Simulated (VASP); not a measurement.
Wanted: the native input for a VASP 6.6.1 run.

```
Task                   : relaxation of cell and atoms
Functional             : PBEsol
Potentials or basis    : VASP PAW PBE potentials, release 64 (Li_sv)
Cutoff                 : 600 eV
k mesh                 : 16 × 16 × 16
Occupations            : fermi-dirac, width 0.05 eV
Spin                   : no spin polarisation
Target pressure        : 4.1 GPa
Dipole correction      : no
Further INCAR settings : ALGO = Normal; EDIFF = 1e-06; IBRION = 2; EDIFFG = -0.005; NSW = 32; ISIF = 3
```

The structure of Li lies in POSCAR:

```
Li
1.0
    0.0000000000      2.0138704191      2.0138704191
    2.0138704191      0.0000000000      2.0138704191
    2.0138704191      2.0138704191      0.0000000000
Li
1
Direct
    0.0000000000      0.0000000000      0.0000000000
```

The input as run:

INCAR

```
SYSTEM = Li
PREC     = Accurate       ! precision mode
ENCUT    = 600            ! plane-wave cutoff, eV
EDIFF    = 1E-6           ! SCF threshold, eV
ISMEAR   = -1             ! smearing method
SIGMA    = 0.05           ! smearing width, eV
LREAL    = .FALSE.        ! projectors in reciprocal space
LASPH    = .TRUE.         ! aspherical terms in the spheres
NELM     = 80             ! most SCF steps
ALGO     = Normal         ! electronic algorithm
ISIF     = 3              ! what is computed and relaxed
LWAVE    = .FALSE.        ! write WAVECAR
LCHARG   = .FALSE.        ! write CHGCAR
GGA      = PS             ! functional
IBRION   = 2              ! ionic algorithm
NSW      = 32             ! ionic steps
EDIFFG   = -0.005         ! ionic threshold
PSTRESS  = 41.0
```

KPOINTS

```
Automatic mesh
0
G
  16 16 16
  0 0 0
```

Potentials or basis: VASP PAW PBE potentials, release 64 (Li_sv).

Run with:

```sh
$ cat potpaw_PBE.64/Li_sv/POTCAR > POTCAR
$ mpirun -np 1 vasp_std > vasp.out
```

Results of the run:

```
Relaxed volume                                         : 16.22 Å³/atom
Relaxed cell                                           : a = 2.841 Å, b = 2.841 Å, c = 2.841 Å, α = 60.00°, β = 60.00°, γ = 60.00°
Space group after relaxing (to 0.05 Å)                 : Fm-3m (No. 225)
Energy change on relaxing (the enthalpy is what falls) : +2.8 meV/atom
Ionic steps                                            : 3
Pressure after relaxing                                : 4.1 GPa
```

Caveat: the cutoff is under 1.25 times the usual one of these potentials, so pressure, stress and relaxed cells hold a basis-set (Pulay) error; the cell is relaxed towards a set pressure, so the enthalpy falls and the energy may rise; the PAW data sets were made with another functional, which shifts forces and pressure a little.

It took 6.1 s on 1 thread of Intel(R) Xeon(R) 6975P-C (Granite Rapids) (shared host), peak memory 0.13 GiB.
